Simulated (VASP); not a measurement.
Write the native input for VASP 6.6.1 that does the following.

- Task: single point
- Functional: LDA
- Potentials or basis: VASP PAW LDA potentials, release 64 (Ta_sv_GW, N)
- Cutoff: 700 eV
- k mesh: 8 × 8 × 8
- Occupations: gaussian, width 0.1 eV
- Spin: no spin polarisation
- Dipole correction: no
- Further INCAR settings: ALGO = Normal; EDIFF = 1e-06; NBANDS = 16

The structure of TaN lies in POSCAR:

```
TaN
1.0
    0.0000000000      2.1950000000      2.1950000000
    2.1950000000      0.0000000000      2.1950000000
    2.1950000000      2.1950000000      0.0000000000
Ta N
1 1
Direct
    0.0000000000      0.0000000000      0.0000000000
    0.5000000000      0.5000000000      0.5000000000
```

These files were run (other wordings do the same):

INCAR

```
PREC     = Accurate       # precision mode
ENCUT    = 700            # plane-wave cutoff, eV
EDIFF    = 1E-6           # SCF threshold, eV
ISMEAR   = 0              # smearing method
SIGMA    = 0.1            # smearing width, eV
LREAL    = F              # projectors in reciprocal space
LASPH    = T              # aspherical terms in the spheres
NELM     = 120            # most SCF steps
ALGO     = Normal         # electronic algorithm
ISIF     = 2              # what is computed and relaxed
LWAVE    = F              # write WAVECAR
LCHARG   = F              # write CHGCAR
GGA      = CA             # functional
NBANDS   = 16             # bands
GGA_COMPAT= F
```

KPOINTS

```
regular mesh
0
Gamma
  8 8 8
```

Potentials or basis: VASP PAW LDA potentials, release 64 (Ta_sv_GW, N).

Launch:

```bash
$ cat potpaw_LDA.64/Ta_sv_GW/POTCAR potpaw_LDA.64/N/POTCAR > POTCAR
$ mpirun -np 1 vasp_std > vasp.out
```

Results of the run:

```
Pressure               : -9.0 GPa
Band gap on the k mesh : zero (bands 9 and 10 overlap by 4.04 eV)
```

Caveat: the cell stands under tension; spin-orbit coupling is left out, which moves the levels of the heavy elements.

Run time: 15 s on 1 thread of Intel(R) Xeon(R) Platinum 8259CL CPU @ 2.50GHz (Skylake/Cascade Lake), on a shared host, peak memory 0.16 GiB.
